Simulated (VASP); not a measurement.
Set up this calculation in VASP 6.6.1, as the native input.

| Item | Value |
| --- | --- |
| Task | single point |
| Functional | PBEsol |
| Potentials or basis | VASP PAW PBE potentials, release 64 (Al, N) |
| Cutoff | 600 eV |
| k mesh | 10 × 10 × 10 |
| Occupations | gaussian, width 0.02 eV |
| Spin | no spin polarisation |
| Dipole correction | no |
| Further INCAR settings | ALGO = Normal; EDIFF = 1e-06; NBANDS = 11 |

The structure of AlN lies in POSCAR:

```
AlN
1.0
    0.0000000000      2.0949838750      2.0949838750
    2.0949838750      0.0000000000      2.0949838750
    2.0949838750      2.0949838750      0.0000000000
Al N
1 1
Direct
    0.5000000000      0.5000000000      0.5000000000
    0.0000000000      0.0000000000      0.0000000000
```

This cell differs from its parent crystal: functional PBEsol, strained.

One way to write it, as run:

INCAR

```
ALGO = Normal
EDIFF = 1E-6
ENCUT = 600
GGA = PS
GGA_COMPAT = F
ISIF = 2
ISMEAR = 0
LASPH = T
LCHARG = F
LREAL = F
LWAVE = F
NBANDS = 11
NELM = 120
PREC = Accurate
SIGMA = 0.02
```

KPOINTS

```
k-points
0
Gamma
  10 10 10
```

Potentials or basis: VASP PAW PBE potentials, release 64 (Al, N).

Launch:

```console
$ cat potpaw_PBE.64/Al/POTCAR potpaw_PBE.64/N/POTCAR > POTCAR
$ mpirun -np 1 vasp_std > vasp.out
```

It gave:

```yaml
Pressure: -22.7 GPa
Band_gap_on_the_k_mesh: 3.58 eV, indirect (least direct gap 4.22 eV)
```

Caveat: the cell differs from its parent crystal (functional PBEsol, strained); the PAW data sets were made with another functional, which shifts forces and pressure a little.

Run time: 6.6 s on 1 thread of AMD EPYC 9R45 96-Core Processor (Zen 5), on a shared host, peak memory 0.1 GiB.
